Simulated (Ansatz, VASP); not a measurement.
This is a calculation of Ti for VASP 6.6.1.

The input INCAR:

```
SYSTEM = Ti
  PREC = Accurate
  ENCUT = 500
  EDIFF = 1E-6
  ISMEAR = 0
  SIGMA = 0.026000000000000002
  LREAL = .FALSE.
  LASPH = .TRUE.
  NELM = 120
  ALGO = Normal
  ISIF = 2
  LWAVE = .FALSE.
  LCHARG = .FALSE.
  GGA = PE
  NBANDS = 12
  GGA_COMPAT = .FALSE.
```

The input KPOINTS:

```
Automatic mesh
0
G
  11 11 11
  0 0 0
```

The input POSCAR:

```
Ti
1.0
    0.0000000000      2.0300000000      2.0300000000
    2.0300000000      0.0000000000      2.0300000000
    2.0300000000      2.0300000000      0.0000000000
Ti
1
Direct
    0.0000000000      0.0000000000      0.0000000000
```

Potentials or basis: VASP PAW PBE potentials, release 64 (Ti_sv).

The run is started by

```console
$ cat potpaw_PBE.64/Ti_sv/POTCAR > POTCAR
$ mpirun -np 1 vasp_std > vasp.out
```

Translate it to Ansatz 0.2.0. Potentials there: Ansatz PAW.

As run (the cutoff follows the program's own potentials):

Contents of input.yaml:

```yaml
crystal:
  lattice:
    - [0.0, 2.03, 2.03]
    - [2.03, 0.0, 2.03]
    - [2.03, 2.03, 0.0]
  atoms:
    - { symbol: Ti, position: [0.0, 0.0, 0.0] }
hamiltonian:
  xc: pbe
  pseudopotentials: { kind: paw }
kpoints:
  mp_grid: { grid: [11, 11, 11] }
scf:
  occupations: { method: gaussian, width: 0.026 }
output:
  forces: true
  stress: true
  eigenvalues: true
```

Potentials or basis: Ansatz PAW.

Launch:

```bash
$ ansatz run input.yaml --threads 2 --pin off --max-ram 5632MiB --backend cpu --events-out ev --progress --plain --runs-dir out
```

Both were run:

|  | VASP | Ansatz | Ansatz less VASP |
| --- | --- | --- | --- |
| gap on the k mesh at the Fermi level (eV) | none | none | - |
| pressure (GPa) | 3.5 | 3.8 | +0.36 |

A gap of «none» marks a metal or a gap that the smearing closes. The functional is the same, so the differences come from potentials, cutoffs and numerics.
